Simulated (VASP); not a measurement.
# C (Fmmm) in VASP: further runs, part 2 of 2

VASP 6.6.1.

**5. Single point, r2SCAN (strain -0.030 along x and y, +0.030 along z)**

The input, POSCAR:

```
C
1.0
    0.0000000000      2.0629538434      3.6686165711
    1.1910835680      0.0000000000      3.6686165711
    1.1910835680      2.0629538434      0.0000000000
C
2
Direct
    0.1667039277      0.8332960723      0.1667039277
    0.8332960723      0.1667039277      0.8332960723
```

The input, INCAR.step1:

```
ALGO = Normal
EDIFF = 1E-4
ENCUT = 520
GGA = PE
ISMEAR = 0
LASPH = True
LCHARG = False
LREAL = False
LWAVE = True
NBANDS = 11
NELM = 100
PREC = Accurate
SIGMA = 0.05
```

The input, INCAR.step2:

```
ALGO = Normal
EDIFF = 1E-6
ENCUT = 520
ISIF = 2
ISMEAR = 0
ISTART = 1
LASPH = True
LCHARG = False
LMIXTAU = True
LREAL = False
LWAVE = False
METAGGA = R2SCAN
NBANDS = 11
NELM = 100
PREC = Accurate
SIGMA = 0.05
```

The input, KPOINTS:

```
k-points
0
Gamma
  14 14 14
```

Potentials or basis: VASP PAW PBE potentials, release 64 (C).

On the command line:

```sh
> cat potpaw_PBE.64/C/POTCAR > POTCAR
> cp INCAR.step1 INCAR
> mpirun -np 1 vasp_std > vasp.out
> cp INCAR.step2 INCAR
> mpirun -np 1 vasp_std > vasp.out
```

OUTCAR:

```text
EDIFF = 1E-6
   ENCUT = 520
   ISIF = 2
   ISMEAR = 0
   ISTART = 1
   LASPH = True
   LREAL = False
   METAGGA = R2SCAN
   NELM = 100
   PREC = Accurate

 ion  position               nearest neighbor table
   1  0.167  0.833  0.167-   2 1.38   2 1.38   2 1.38
   2  0.833  0.167  0.833-   1 1.38   1 1.38   1 1.38

  LATTYP: Found a face centered orthorhombic cell.
 ALAT       =     2.3821671360
 B/A-ratio  =     1.7319975683
 C/A-ratio  =     3.0800664787

  Lattice vectors:

 A1 = (   0.0000000000,   2.0629538434,   3.6686165711)
 A2 = (   1.1910835680,   0.0000000000,   3.6686165711)
 A3 = (   1.1910835680,   2.0629538434,   0.0000000000)

Analysis of symmetry for initial positions (statically):
=====================================================================
 Subroutine PRICEL returns:
 Original cell was already a primitive cell.

 Routine SETGRP: Setting up the symmetry group for a
 face centered orthorhombic supercell.

 Subroutine GETGRP returns: Found  8 space group operations
 (whereof  8 operations were pure point group operations)
 out of a pool of  8 trial point group operations.

The static configuration has the point symmetry D_2h.

Analysis of symmetry for dynamics (positions and initial velocities):
=====================================================================
 Subroutine PRICEL returns:
 Original cell was already a primitive cell.

 Routine SETGRP: Setting up the symmetry group for a
 face centered orthorhombic supercell.

 Subroutine GETGRP returns: Found  8 space group operations
 (whereof  8 operations were pure point group operations)
 out of a pool of  8 trial point group operations.

The dynamic configuration has the point symmetry D_2h.

 Subroutine INISYM returns: Found  8 space group operations
 (whereof  8 operations are pure point group operations),
 and found     1 'primitive' translations

----------------------------------------------------------------------------------------

                                     Primitive cell

  volume of cell :      18.0287

  direct lattice vectors                    reciprocal lattice vectors
     0.000000000  2.062953843  3.668616571    -0.419785826  0.242370910  0.136291158
     1.191083568  0.000000000  3.668616571     0.419785826 -0.242370910  0.136291158
     1.191083568  2.062953843  0.000000000     0.419785826  0.242370910 -0.136291158

  length of vectors
     4.208862804  3.857126860  2.382112219     0.503526641  0.503526641  0.503526641

  position of ions in fractional coordinates (direct lattice)
     0.166703928  0.833296072  0.166703928
     0.833296072  0.166703928  0.833296072

  ion indices of the primitive-cell ions
   primitive index   ion index
                 1           1
                 2           2

----------------------------------------------------------------------------------------

 KPOINTS: k-points

Automatic generation of k-mesh.
 Grid dimensions read from file:
 generate k-points for:   14   14   14

 Generating k-lattice:

  Cartesian coordinates                     Fractional coordinates (reciprocal lattice)
    -0.029984702  0.017312208  0.009735083     0.071428571  0.000000000  0.000000000
     0.029984702 -0.017312208  0.009735083     0.000000000  0.071428571 -0.000000000
     0.029984702  0.017312208 -0.009735083     0.000000000 -0.000000000  0.071428571

  Length of vectors
     0.035966189  0.035966189  0.035966189

  Shift w.r.t. Gamma in fractional coordinates (k-lattice)
     0.000000000  0.000000000  0.000000000

 Subroutine IBZKPT returns following result:
 ===========================================

 Found    428 irreducible k-points:

 Following reciprocal coordinates:
            Coordinates               Weight
  0.000000  0.000000  0.000000      1.000000
  0.071429  0.000000  0.000000      8.000000
  0.142857  0.000000  0.000000      8.000000
  0.214286  0.000000 -0.000000      8.000000
  0.285714  0.000000  0.000000      8.000000
  0.357143 -0.000000 -0.000000      8.000000
[... 16 lines left out ...]
  0.214286  0.142857 -0.000000      8.000000
  0.285714  0.142857  0.000000      8.000000
 [... further k-points ...]
   k-points           NKPTS =    428   k-points in BZ     NKDIM =    428   number of bands    NBANDS=     11
   number of dos      NEDOS =    301   number of ions     NIONS =      2
   total plane-waves  NPLWV =  17280
   dimension x,y,z NGX =    32 NGY =   30 NGZ =   18
   dimension x,y,z NGXF=    64 NGYF=   60 NGZF=   36
   ions per type =               2
   NGX,Y,Z   is equivalent  to a cutoff of  12.64, 12.93, 12.56 a.u.
   NGXF,Y,Z  is equivalent  to a cutoff of  25.28, 25.86, 25.12 a.u.
 SYSTEM =  unknown system
   PREC   = accura    normal or accurate (medium, high low for compatibility)
   ISTART =      1    job   : 0-new  1-cont  2-samecut
   ICHARG =      0    charge: 1-file 2-atom 10-const
   ISPIN  =      1    spin polarized calculation?
   LNONCOLLINEAR =      F non collinear calculations
   LSORBIT =      F    spin-orbit coupling
   LASPH  =      T    aspherical Exc in radial PAW
   ENCUT  =  520.0 eV  38.22 Ry    6.18 a.u.   7.83  7.17  4.43*2*pi/ulx,y,z
   NELM   =    100;   NELMIN=  2; NELMDL=  0     # of ELM steps
   EDIFF  = 0.1E-05   stopping-criterion for ELM
   LREAL  =      F    real-space projection
   EDIFFG = 0.1E-04   stopping-criterion for IOM
   NSW    =      0    number of steps for IOM
   IBRION =     -1    ionic relax: 0-MD 1-quasi-New 2-CG
   NFREE  =      0    steps in history (QN), initial steepest desc. (CG)
   ISIF   =      2    stress and relaxation
   ISYM   =      2    0-nonsym 1-usesym 2-fastsym
   POTIM  = 0.5000    time-step for ionic-motion
   TEBEG  =    0.0;   TEEND  =   0.0 temperature during run
   PSTRESS=    0.0 pullay stress
   NELECT =       8.0000    total number of electrons
   NUPDOWN=      -1.0000    fix difference up-down
   EMIN   =  10.00;   EMAX   =-10.00  energy-range for DOS
   EFERMI =   0.00;   METHOD = LEGACY
   ISMEAR =     0;   SIGMA  =   0.05  broadening in eV -4-tet -1-fermi 0-gaus
   EFERMI_NEDOS =   21; number of points for ismear=-14 and -15
   IALGO  =     38    algorithm
   IMIX   =      4    mixing-type and parameters
     AMIX     =   0.40;   BMIX     =  1.00
     AMIX_MAG =   1.60;   BMIX_MAG =  1.00
  volume/ion in A,a.u.               =       9.01        60.83
  Fermi-wavevector in a.u.,A,eV,Ry     =   1.248677  2.359658 21.214128  1.559194
  Thomas-Fermi vector in A             =   2.382753
   LORBIT       =      0    0 simple, 1 ext, 2 COOP (PROOUT), +10 PAW based schemes
   METAGGA = R2SCAN    functional components
   LHFCALC =     F    Hartree Fock is set to
   AEXX    =    0.0000 exact exchange contribution
   IVDW    =     0    specifies the selected vdW correction
   LEPSILON=     F    determine dielectric tensor
   LRPA    =     F    only Hartree local field effects (RPA)
 non-spin polarized calculation
 Gauss-broadening in eV      SIGMA  =   0.05
  energy-cutoff  :      520.00
  volume of cell :       18.03
 maximum number of plane-waves:       506
   NGX = 15   NGY = 15   NGZ =  9

 number of electron       7.9999999 magnetization

 Free energy of the ion-electron system (eV)
  ---------------------------------------------------
  ext. energy  EPLUGINS =         0.00000000
  ---------------------------------------------------
  free energy    TOTEN  =       -19.72857195 eV

  energy without entropy =      -19.72857195  energy(sigma->0) =      -19.72857195

 E-fermi :   4.4273     XC(G=0): -10.6910

 val. band max:        4.1816525495   @ k =   0.5000  -0.1429   0.3571
 cond. band min:       5.0526673021   @ k =  -0.0714   0.2857   0.2857
 fundamental gap:      0.8710147526
 Fermi energy:         4.4273125239

 k-point     1 :       0.0000    0.0000    0.0000
  band No.  band energies     occupation
      1     -17.2182      2.00000
      2      -3.6904      2.00000
      3       1.3062      2.00000
      4       1.3084      2.00000
      5       7.8382      0.00000
      6      13.8157      0.00000
      7      13.8561      0.00000
      8      18.2106      0.00000
      9      20.0395      0.00000
     10      28.1125      0.00000
     11      29.7410      0.00000
[... 309 lines left out ...]
 k-point    24 :       0.2857    0.1429    0.0000
  band No.  band energies     occupation
      1     -16.6267      2.00000
      2      -3.5453      2.00000
      3      -0.6621      2.00000
      4       0.2686      2.00000
      5      10.0655      0.00000
      6      14.0297      0.00000
      7      16.0700      0.00000
      8      16.2315      0.00000
      9      20.8937      0.00000
     10      24.8895      0.00000
     11      30.4842      0.00000

 [... further k-points ...]
[... 5 lines left out ...]
  --------------------------------------------------------------------------------------
  -------------------------------------------------------------------------------------
  Total        4.7273419      4.7216479     -0.0825419      0.0000000      0.0000000      0.0000000
  in kB      420.1104975    419.6044806     -7.3353521      0.0000000      0.0000000      0.0000000
  external PRESSURE =     277.4598753 kB  Pullay stress =       0.0000000 kB

 VOLUME and BASIS-vectors are now :
 -----------------------------------------------------------------------------
  energy-cutoff  :      520.00
  volume of cell :       18.03
      direct lattice vectors                 reciprocal lattice vectors
     0.000000000  2.062953843  3.668616571    -0.419785826  0.242370910  0.136291158
     1.191083568  0.000000000  3.668616571     0.419785826 -0.242370910  0.136291158
     1.191083568  2.062953843  0.000000000     0.419785826  0.242370910 -0.136291158

 POSITION                                       TOTAL-FORCE (eV/Angst)
 -----------------------------------------------------------------------------------
      1.19108      0.68781      3.66862         0.000000     -0.009684      0.000000
      1.19108      3.43810      3.66862         0.000000      0.009684      0.000000
 -----------------------------------------------------------------------------------
    total drift:                               -0.000000     -0.000000      0.000000

  FREE ENERGIE OF THE ION-ELECTRON SYSTEM (eV)
  ---------------------------------------------------
  free  energy   TOTEN  =       -19.7285719547 eV

  energy  without entropy=      -19.7285719547  energy(sigma->0) =      -19.72857195
```

OUTCAR.step1:

```text
EDIFF = 1E-4
   ENCUT = 520
   GGA = PE
   ISMEAR = 0
   LASPH = True
[... 558 lines left out ...]
 -----------------------------------------------------------------------------------
      1.19108      0.68781      3.66862         0.000000     -0.008070      0.000000
      1.19108      3.43810      3.66862         0.000000      0.008070      0.000000
 -----------------------------------------------------------------------------------
    total drift:                               -0.000000     -0.000000      0.000000

  FREE ENERGIE OF THE ION-ELECTRON SYSTEM (eV)
  ---------------------------------------------------
  free  energy   TOTEN  =       -18.2647964506 eV

  energy  without entropy=      -18.2647964506  energy(sigma->0) =      -18.26479645
```

Run time: 4.6 min. Hardware: 1 thread of Intel Xeon 8259CL, shared host; peak memory 0.2 GiB.

What came out:

- Free energy: -19.7286 eV
- Pressure: 27.7 GPa
- Largest force: 0.010 eV/Å

Forces on the atoms (eV/Å):
```
C    0.000 -0.010  0.000
C    0.000  0.010  0.000
```

Stress tensor (GPa, compression positive):
```
42.01  0.00  0.00
 0.00 41.96  0.00
 0.00  0.00 -0.73
```

Caveat: the cell differs from its parent crystal (strain -0.030 along x and y, +0.030 along z); the cell stands under pressure; the PAW data sets were made with another functional, which shifts forces and pressure a little.

**6. Single point, r2SCAN (strain +0.000 along x and y, -0.030 along z)**

The input, POSCAR:

```
C
1.0
    0.0000000000      2.1267565396      3.4549107515
    1.2279212041      0.0000000000      3.4549107515
    1.2279212041      2.1267565396      0.0000000000
C
2
Direct
    0.1667039277      0.8332960723      0.1667039277
    0.8332960723      0.1667039277      0.8332960723
```

The input, INCAR.step1:

```
PREC = Accurate
ENCUT = 520
ISMEAR = 0
SIGMA = 0.05
LREAL = F
LASPH = T
NELM = 80
NBANDS = 11
GGA = PE
ALGO = Normal
EDIFF = 1E-4
LWAVE = T
LCHARG = F
```

The input, INCAR.step2:

```
PREC = Accurate
ENCUT = 520
EDIFF = 1E-6
ISMEAR = 0
SIGMA = 0.05
LREAL = F
LASPH = T
NELM = 80
ALGO = Normal
ISIF = 2
LWAVE = F
LCHARG = F
METAGGA = R2SCAN
LMIXTAU = T
NBANDS = 11
ISTART = 1
```

The input, KPOINTS:

```
regular mesh
0
Gamma
  14 14 14
```

Potentials or basis: VASP PAW PBE potentials, release 64 (C).

On the command line:

```sh
> cat potpaw_PBE.64/C/POTCAR > POTCAR
> cp INCAR.step1 INCAR
> mpirun -np 1 vasp_std > vasp.out
> cp INCAR.step2 INCAR
> mpirun -np 1 vasp_std > vasp.out
```

It took 6.3 min on 1 thread of Intel Xeon 8259CL, shared host; peak memory 0.19 GiB.

Results (log left out):

```yaml
Free_energy: -19.8737 eV
Pressure: 0.9 GPa
Largest_force: 0.006 eV/Å
```

Forces on the atoms (eV/Å):
```
C    0.000  0.006  0.000
C    0.000 -0.006  0.000
```

Stress tensor (GPa, compression positive):
```
0.95 0.00 0.00
0.00 0.94 0.00
0.00 0.00 0.71
```

Caveat: the cell differs from its parent crystal (strain +0.000 along x and y, -0.030 along z); the PAW data sets were made with another functional, which shifts forces and pressure a little.

**7. The runs side by side**

| cell | pressure (GPa) | largest force (eV/Å) |
| --- | --- | --- |
| a = 4.040, b = 3.661, c = 2.419 Å, angles 80.5, 63.3, 36.2°, 2 atoms | 14.3 | - |
| a = 4.162, b = 3.806, c = 2.382 Å, angles 81.0, 64.6, 34.4°, 2 atoms | 28.2 | 0.01 |
| a = 4.086, b = 3.711, c = 2.419 Å, angles 80.6, 63.6, 35.7°, 2 atoms | 14.0 | - |
| a = 4.209, b = 3.857, c = 2.382 Å, angles 81.1, 64.9, 34.0°, 2 atoms | 27.7 | 0.01 |
| a = 4.057, b = 3.667, c = 2.456 Å, angles 80.4, 63.0, 36.6°, 2 atoms | 0.9 | 0.01 |

Alike in all rows: task single point; level r2SCAN; potentials or basis VASP PAW PBE potentials, release 64 (C); no spin polarisation; k mesh 14 × 14 × 14; cutoff (eV) 520; smearing gaussian 0.05 eV.

Caveats: the PAW data sets were made with another functional, which shifts forces and pressure a little; the cell stands under pressure (at least some runs).

Absolute energies hang on the potentials; compare differences alone.
